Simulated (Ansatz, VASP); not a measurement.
**Two plane-wave programs on KBr**

File INCAR:

```
SYSTEM = KBr
ALGO = Normal
EDIFF = 1E-7
ENCUT = 520
GGA = PE
ISIF = 2
ISMEAR = -1
LASPH = .True.
LCHARG = .True.
LELF = .True.
LREAL = .False.
LVHAR = .True.
LWAVE = .False.
NBANDS = 15
NELM = 80
PREC = Accurate
SIGMA = 0.02
```

KPOINTS

```
k-points
0
Gamma
  6 6 6
  0 0 0
```

The input POSCAR:

```
KBr
1.0
    0.0000000000      3.6882992942      3.6882992942
    3.6646941787      0.0000000000      3.6882992942
    3.6646941787      3.6882992942      0.0000000000
K Br
1 1
Direct
    0.0000000000      0.0000000000      0.0000000000
    0.2500000000      0.2500000000      0.2500000000
```

Input for Ansatz:

```yaml
crystal:
  lattice:
    - [0.0, 3.6882992942, 3.6882992942]
    - [3.6646941787, 0.0, 3.6882992942]
    - [3.6646941787, 3.6882992942, 0.0]
  atoms:
    - { symbol: K, position: [0.0, 0.0, 0.0] }
    - { symbol: Br, position: [0.25, 0.25, 0.25] }
kpoints:
  mp_grid: { grid: [6, 6, 6] }
  band_path:
    path:
      - [0.0, 0.0, 0.0]
      - [-0.5, -0.5, 0.0]
      - [-0.375, -0.375, 0.25]
      - [-0.375, 0.0, 0.375]
      - [0.0, 0.0, 0.5]
      - [-0.5, -0.25, 0.25]
      - [0.25, 0.0, -0.25]
    npoints: 1
hamiltonian:
  xc: pbe
scf:
  occupations: { method: fermi_dirac, width: 0.02 }
  n_extra_bands: 4
output:
  forces: true
  stress: true
  eigenvalues: true
```

Change from the starting cell: uniaxial_x strain -0.6%.

Alike in both runs: task single point; functional PBE; k mesh 6 × 6 × 6; occupations fermi-dirac, width 0.02 eV; no spin polarisation.

|  | VASP | Ansatz |
| --- | --- | --- |
| version | VASP 6.6.1 | Ansatz 0.2.0 |
| potentials or method | VASP PAW PBE potentials, release 64 (K_sv, Br) | plane waves, PAW |
| plane-wave cutoff (eV) | 520 | 420 |
| valence electrons in the cell | 16 | 16 |

```csv
,VASP,Ansatz,Ansatz less VASP
gap on the k mesh at the Fermi level (eV),4.29,4.29,+0.001
pressure (GPa),0.3,0.3,-0.02
```
